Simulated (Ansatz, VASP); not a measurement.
**One calculation of Hf, two programs**

```
CELL_PARAMETERS angstrom
3.19792 0.00000 0.00000
-1.59896 2.76948 0.00000
0.00000 0.00000 5.04634
ATOMIC_POSITIONS crystal
Hf 0.33333 0.66667 0.25000
Hf 0.66667 0.33333 0.75000
```

Alike in both runs: functional r2SCAN; k mesh 15 × 15 × 8; occupations gaussian, width 0.1 eV; no spin polarisation.

Ansatz relaxed the structure, and its values are those at the end. VASP's run is a single point on that final structure, the one shown.

|  | VASP | Ansatz |
| --- | --- | --- |
| version | VASP 6.6.1 | Ansatz 0.2.0 |
| potentials or method | VASP PAW PBE potentials, release 64 (Hf_pv), cutoff 520 eV | scalar-relativistic, plane waves, PAW |
| valence electrons in the cell | 20 | 52 |

Ansatz gave:

* gap on the k mesh at the Fermi level (eV): none
* pressure (GPa): 0.0

Estimate VASP's values.

gap on the k mesh at the Fermi level (eV): none; pressure (GPa): -0.6.

VASP's potentials were made for PBE, not for r2SCAN. A gap of «none» marks a metal or a gap that the smearing closes. VASP's potentials hold 20 valence electrons a cell and Ansatz's 52, so a difference there can come from the potentials and not from the codes.

Neither program's run includes spin-orbit coupling.
